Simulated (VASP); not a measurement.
Wanted: the native input for a VASP 6.6.1 run.

| Property | Result |
| --- | --- |
| Task | single point |
| Functional | PBE |
| Potentials or basis | VASP PAW PBE potentials, release 64 (Ag, Rh_pv) |
| Cutoff | 520 eV |
| k mesh | 11 × 11 × 6 |
| Occupations | fermi-dirac, width 0.05 eV |
| Spin | no spin polarisation |
| Dipole correction | no |
| Further INCAR settings | ALGO = Normal; EDIFF = 1e-06; NBANDS = 20 |

The structure of AgRh lies in POSCAR:

```
AgRh
1.0
    2.7400486223      0.0000000000      0.0000000000
   -1.3700243112      2.3729517146      0.0000000000
    0.0000000000      0.0000000000      4.7436129252
Ag Rh
1 1
Direct
    0.0000000000      0.0000000000      0.5000000000
    0.6666666667      0.3333333333      0.0000000000
```

These files were run (other wordings do the same):

INCAR

```
SYSTEM = AgRh
ALGO     = Normal         ! electronic algorithm
EDIFF    = 1E-6           ! SCF threshold, eV
ENCUT    = 520            ! plane-wave cutoff, eV
GGA      = PE             ! functional
ISIF     = 2              ! what is computed and relaxed
ISMEAR   = -1             ! smearing method
LASPH    = .True.         ! aspherical terms in the spheres
LCHARG   = .False.        ! write CHGCAR
LREAL    = .False.        ! projectors in reciprocal space
LWAVE    = .False.        ! write WAVECAR
NBANDS   = 20             ! bands
NELM     = 60             ! most SCF steps
PREC     = Accurate       ! precision mode
SIGMA    = 0.05           ! smearing width, eV
```

KPOINTS

```
k-points
0
Gamma
  11 11 6
  0 0 0
```

Potentials or basis: VASP PAW PBE potentials, release 64 (Ag, Rh_pv).

Launch:

```sh
$ cat potpaw_PBE.64/Ag/POTCAR potpaw_PBE.64/Rh_pv/POTCAR > POTCAR
$ mpirun -np 1 vasp_std > vasp.out
```

Results of the run:

```
Pressure               : 4.2 GPa
Band gap on the k mesh : zero (band 13 reaches 10.57 eV, above the bottom of band 14 at 9.15 eV)
```

It took 18 s on 1 thread of Intel(R) Xeon(R) Platinum 8488C (Sapphire Rapids), on a shared host, peak memory 0.17 GiB.
